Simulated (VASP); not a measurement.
Here is a VASP 6.6.1 calculation.

File INCAR:

```
PREC = Accurate
ENCUT = 520
EDIFF = 1E-6
ISMEAR = 0
SIGMA = 0.05
LREAL = False
LASPH = True
NELM = 100
ALGO = Normal
ISIF = 2
LWAVE = False
LCHARG = False
GGA = PE
NBANDS = 12
```

Contents of KPOINTS:

```
regular mesh
0
Gamma
  12 12 12
```

POSCAR

```
LiF
1.0
    0.0000000000      2.3249931660      1.5112455579
    2.3249931660      0.0000000000      1.5112455579
    2.3249931660      2.3249931660      0.0000000000
Li F
1 1
Direct
    0.0000000000      0.0000000000      0.0000000000
    0.5000000000      0.5000000000      0.5000000000
```

Potentials or basis: VASP PAW PBE potentials, release 64 (Li_sv, F).

Command:

```bash
$ cat potpaw_PBE.64/Li_sv/POTCAR potpaw_PBE.64/F/POTCAR > POTCAR
$ mpirun -np 1 vasp_std > vasp.out
```

(1) Estimate the band gap on the k mesh.

Results:

(1) 8.26 eV, indirect (least direct gap 8.31 eV).
